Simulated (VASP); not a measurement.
Input of a VASP 6.6.1 run:

The input INCAR:

```
SYSTEM = C
ALGO = Normal
EDIFF = 1E-6
ENCUT = 520
GGA = PS
ISIF = 2
ISMEAR = -1
LASPH = .TRUE.
LCHARG = .TRUE.
LELF = .TRUE.
LREAL = Auto
LVHAR = .TRUE.
LWAVE = .FALSE.
NBANDS = 51
NELM = 100
PREC = Accurate
SIGMA = 0.02
```

Contents of KPOINTS:

```
k-points
0
G
  2 2 1
  0 0 0
```

Contents of POSCAR:

```
C
1.0
    7.3980000000      0.0000000000      0.0000000000
   -3.6990000000      6.4068560000      0.0000000000
    0.0000000000      0.0000000000     12.0000000000
C
18
Direct
   -0.0033453138     -0.0009052802      0.0823166667
    0.2200726367      0.1072444893      0.0823250000
    0.0016928727      0.3417744991      0.0832083333
    0.2215044098      0.4402783518      0.0842416667
   -0.0022929983      0.6625402538      0.0863083333
    0.2207586992      0.7798520835      0.0830083333
    0.3366243586      0.0031216559      0.0831833333
    0.5580283210      0.1086492345      0.0823083333
    0.3337101374      0.3355467955      0.0832666667
    0.5563670140      0.4410119410      0.0843916667
    0.3366988163      0.6709375082      0.0849083333
    0.5522132563      0.7787438956      0.0818416667
    0.6647941235     -0.0025285413      0.0824166667
    0.8858328033      0.1119737981      0.0865250000
    0.6745789963      0.3375602636      0.0836916667
    0.8838982710      0.4407622085      0.0840333333
    0.6686380504      0.6702039191      0.0805333333
    0.8902532043      0.7732341729      0.0814833333
```

Potentials or basis: VASP PAW PBE potentials, release 64 (C).

Command:

```bash
$ cat potpaw_PBE.64/C/POTCAR > POTCAR
$ mpirun -np 1 vasp_std > vasp.out
```

(1) What does it give for the largest force?

Answers

(1) 4.225 eV/Å.

Caveat: the k points lie up to 0.49 Å⁻¹ apart; there is no dipole correction, which matters where the two faces differ; the PAW data sets were made with another functional, which shifts forces and pressure a little.
